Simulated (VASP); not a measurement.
Input of a VASP 6.6.1 run:

File INCAR:

```
ALGO = Normal
EDIFF = 1E-7
ENCUT = 520
GGA = RE
ISIF = 2
ISMEAR = -1
IVDW = 13
LASPH = True
LCHARG = False
LREAL = False
LWAVE = False
NBANDS = 17
NELM = 60
PREC = Accurate
SIGMA = 0.05
```

KPOINTS

```
k-points
0
Gamma
  7 7 7
```

POSCAR

```
TePb
1.0
    0.0000000000      3.2310000000      3.2310000000
    3.2310000000      0.0000000000      3.2310000000
    3.2310000000      3.2310000000      0.0000000000
Pb Te
1 1
Direct
    0.0000000000      0.0000000000      0.0000000000
    0.5000000000      0.5000000000      0.5000000000
```

Potentials or basis: VASP PAW PBE potentials, release 64 (Pb_d, Te).

The run is started by

```bash
$ cat potpaw_PBE.64/Pb_d/POTCAR potpaw_PBE.64/Te/POTCAR > POTCAR
$ mpirun -np 1 vasp_std > vasp.out
```

Problem. Estimate the dispersion energy per atom.

Solution. -0.653 eV.

Problem. What does it give for the pressure?

Solution. 0.1 GPa.

Caveat: the PAW data sets were made with another functional, which shifts forces and pressure a little.
